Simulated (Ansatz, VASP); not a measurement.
# One calculation of SrB2Te4, two programs

```
Sr B Te
1.0
    -4.07777    4.07777    3.05639
     4.07777   -4.07777    3.05639
     4.07777    4.07777   -3.05639
Sr B Te
1 2 4
Direct
  0.00000 0.00000 0.00000
  0.50000 0.00000 0.50000
  0.00000 0.50000 0.50000
  0.89841 0.39841 0.79681
  0.10159 0.89841 0.50000
  0.39841 0.60159 0.50000
  0.60159 0.10159 0.20319
```

Alike in both runs: functional PBE; k mesh 4 × 4 × 4; occupations gaussian, width 0.1 eV; no spin polarisation.

Ansatz relaxed the structure, and its values are those at the end. VASP's run is a single point on that final structure, the one shown.

|  | VASP | Ansatz |
| --- | --- | --- |
| version | VASP 6.6.1 | Ansatz 0.2.0 |
| potentials or method | VASP PAW PBE potentials, release 64 (Sr_sv, B, Te), cutoff 520 eV | scalar-relativistic, plane waves, PAW |
| valence electrons in the cell | 40 | 80 |

```csv
,VASP,Ansatz,Ansatz less VASP
gap on the k mesh at the Fermi level (eV),0.34,0.35,+0.008
least direct gap on the mesh (eV),0.62,0.62,+0.001
pressure (GPa),0.1,0.0,-0.11
rms of the force components (eV/Å),0.006,0.005,-0.0018
```

VASP's potentials hold 40 valence electrons a cell and Ansatz's 80, so a difference there can come from the potentials and not from the codes.

Neither program's run includes spin-orbit coupling.
